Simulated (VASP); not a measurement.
Crystal: Cd4Te3O.

```
Cd Te O
1.0
     3.92230    0.00000    0.00000
     0.00000    3.92230    0.00000
     0.00000    0.00000   13.66699
Cd Te O
4 3 1
Cartesian
  1.9611 0.0000 0.0411
  1.9611 0.0000 6.6473
  0.0000 1.9611 0.0411
  0.0000 1.9611 6.6473
  1.9611 1.9611 11.7757
  0.0000 0.0000 1.9699
  0.0000 0.0000 8.4106
  1.9611 1.9611 5.4682
```

```yaml
Program: VASP 6.6.1
Task: relaxation of cell and atoms
Functional: PBE
Potentials_or_basis: VASP PAW PBE potentials, release 64 (Cd, Te, O)
Cutoff: 600 eV
k_mesh: 3 × 3 × 1
Occupations: gaussian, width 0.15 eV
Spin: no spin polarisation
```

At the start: pressure 18.4 GPa; volume 26.28 Å³/atom.

Question: How do energy, volume and symmetry change on relaxing?

Answer: Over 33 steps the energy falls by 523.3 meV/atom and the volume is 27.73 Å³/atom (+5.5 %); space group P4mm (No. 99, to 0.05 Å).

Step by step:
```
step  energy change (eV)  largest force (eV/Å)  pressure (GPa)  volume (Å³)
   1              0.0000                4.0913           18.35       210.26
   2             -1.8911                2.0069           -5.37       315.21
   3             -3.0181                1.3922           -0.45       264.40
   4             -3.5216                1.0861           -0.34       266.15
   5             -3.8767                0.7132           -0.10       267.49
   6             -3.8777                0.6988           -0.07       267.49
   7             -3.9438                0.5228           -0.22       266.97
   8             -4.0258                0.0958           -0.54       265.53
   9             -4.0265                0.1355           -0.57       265.39
  10             -4.0221                0.3366            0.92       256.02
  11             -4.0357                0.1033            0.08       261.07
  12             -4.0433                0.1258            0.03       259.85
  13             -4.0507                0.4092           -0.06       256.05
  14             -4.0546                0.3954           -0.12       255.25
  15             -4.0650                0.3584           -0.29       252.82
  16             -4.0796                0.2982           -0.58       247.86
  17             -4.0735                0.2321           -1.00       237.49
  18             -4.0822                0.2928           -0.71       244.17
  19             -4.0910                0.2889           -0.60       242.17
  20             -4.1124                0.2807           -0.26       236.23
  21             -4.1230                0.3621            0.64       224.51
  22             -4.1250                0.3343            0.36       227.48
  23             -4.1397                0.2553            0.20       226.19
  24             -4.1568                0.2360           -0.14       222.54
  25             -4.1620                0.2319            0.01       221.74
  26             -4.1677                0.2232            0.39       220.09
  27             -4.1719                0.1918            0.23       220.75
  28             -4.1772                0.1988           -0.27       222.73
  29             -4.1804                0.1707           -0.22       222.61
  30             -4.1839                0.1236           -0.08       222.36
  31             -4.1841                0.1222           -0.04       222.28
  32             -4.1855                0.0884            0.04       222.10
  33             -4.1867                0.0535            0.16       221.81
```

Final structure:
```yaml
crystal:
  lattice:
    - [4.59750, 0.00000, 0.00000]
    - [0.00000, 4.59750, 0.00000]
    - [0.00000, 0.00000, 10.49376]
  atoms:
    - { symbol: Cd, position: [0.50000, 0.00000, 0.00926] }
    - { symbol: Cd, position: [0.50000, 0.00000, 0.46046] }
    - { symbol: Cd, position: [0.00000, 0.50000, 0.00926] }
    - { symbol: Cd, position: [0.00000, 0.50000, 0.46046] }
    - { symbol: Te, position: [0.50000, 0.50000, 0.83799] }
    - { symbol: Te, position: [0.00000, 0.00000, 0.18436] }
    - { symbol: Te, position: [0.00000, 0.00000, 0.62932] }
    - { symbol: O, position: [0.50000, 0.50000, 0.40888] }
```

Caveat: the k points lie up to 0.60 Å⁻¹ apart in the final cell; the relaxation stopped at a loose force limit of 0.08 eV/Å, so its end isn't a converged minimum.
